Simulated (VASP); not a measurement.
Wanted: the native input for a VASP 6.6.1 run.

| Property | Result |
| --- | --- |
| Task | single point |
| Functional | PBE |
| Dispersion | D3(BJ) |
| Potentials or basis | VASP PAW PBE potentials, release 64 (Pb_d, Se) |
| Cutoff | 520 eV |
| k mesh | 5 × 5 × 5 |
| Occupations | gaussian, width 0.1 eV |
| Spin | no spin polarisation |
| Dipole correction | no |
| Further INCAR settings | ALGO = Normal; EDIFF = 1e-07; NBANDS = 17 |

The structure of PbSe (Clausthalite) lies in POSCAR:

```
PbSe
1.0
    0.0000000000      3.0331987455      3.0331987455
    3.0331987455      0.0000000000      3.0331987455
    3.0331987455      3.0331987455      0.0000000000
Pb Se
1 1
Direct
    0.0000000000      0.0000000000      0.0000000000
    0.5000000000      0.5000000000      0.5000000000
```

These files were run (other wordings do the same):

INCAR

```
ALGO = Normal
EDIFF = 1E-7
ENCUT = 520
GGA = PE
ISIF = 2
ISMEAR = 0
IVDW = 12
LASPH = True
LCHARG = False
LREAL = False
LWAVE = False
NBANDS = 17
NELM = 80
PREC = Accurate
SIGMA = 0.1
```

KPOINTS

```
k-points
0
Gamma
  5 5 5
```

Potentials or basis: VASP PAW PBE potentials, release 64 (Pb_d, Se).

Launch:

```sh
$ cat potpaw_PBE.64/Pb_d/POTCAR potpaw_PBE.64/Se/POTCAR > POTCAR
$ mpirun -np 1 vasp_std > vasp.out
```

Results of the run:

```yaml
Pressure: 1.6 GPa
Dispersion_energy_per_atom: -0.379 eV
```

Caveat: three body term missing.

It took 6.9 s on 1 thread of Intel Xeon 6975P-C, with other jobs on the host, peak memory 0.18 GiB.
